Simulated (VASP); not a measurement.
# Mo2Ru3: single point with PBE

Crystal: Mo2Ru3.

```
Mo Ru
1.0
     2.76056    0.00000    0.00000
    -1.38028    2.39071    0.00000
     0.00000    0.00000   22.07388
Mo Ru
4 6
Direct
  0.33333 0.66667 0.19714
  0.33333 0.66667 0.39907
  0.33333 0.66667 0.60093
  0.33333 0.66667 0.80286
  0.33333 0.66667 0.00000
  0.66667 0.33333 0.09690
  0.66667 0.33333 0.29842
  0.66667 0.33333 0.50000
  0.66667 0.33333 0.70158
  0.66667 0.33333 0.90310
```

| Quantity | Value |
| --- | --- |
| Program | VASP 6.6.1 |
| Task | single point |
| Functional | PBE |
| Potentials or basis | VASP PAW PBE potentials, release 64 (Mo_sv, Ru_pv) |
| Cutoff | 520 eV |
| k mesh | 12 × 12 × 1 |
| Occupations | gaussian, width 0.2 eV |
| Spin | no spin polarisation |

```json
{
 "Pressure": "0.3 GPa",
 "Largest force": "0.068 eV/Å",
 "Band gap on the k mesh": "zero (band 70 reaches 13.64 eV, above the bottom of band 71 at 11.44 eV)"
}
```

Forces in eV/Å, atoms in the order of the input:
```
Mo   0.000  0.000 -0.066
Mo   0.000  0.000 -0.033
Mo   0.000  0.000  0.033
Mo   0.000  0.000  0.066
Ru   0.000  0.000  0.000
Ru   0.000  0.000  0.046
Ru   0.000  0.000  0.068
Ru   0.000  0.000  0.000
Ru   0.000  0.000 -0.068
Ru   0.000  0.000 -0.046
```

Stress tensor (GPa, compression positive):
```
0.25 0.00 0.00
0.00 0.25 0.00
0.00 0.00 0.55
```

Levels at points of the mesh, in eV from the Fermi level:
```csv
k point,band 66,band 67,band 68,band 69,band 70,band 71,band 72,band 73,band 74,band 75
"(0.00, 0.00, 0.00)",-1.09,-1.09,-1.05,-1.05,-0.68,-0.68,-0.58,-0.58,0.02,0.02
"(0.50, 0.00, 0.00)",0.38,0.85,0.94,1.16,1.38,1.64,1.69,1.70,1.73,1.89
```

It took 6 min on 1 thread of Intel(R) Xeon(R) 6975P-C (Granite Rapids) (shared host), peak memory 0.41 GiB.
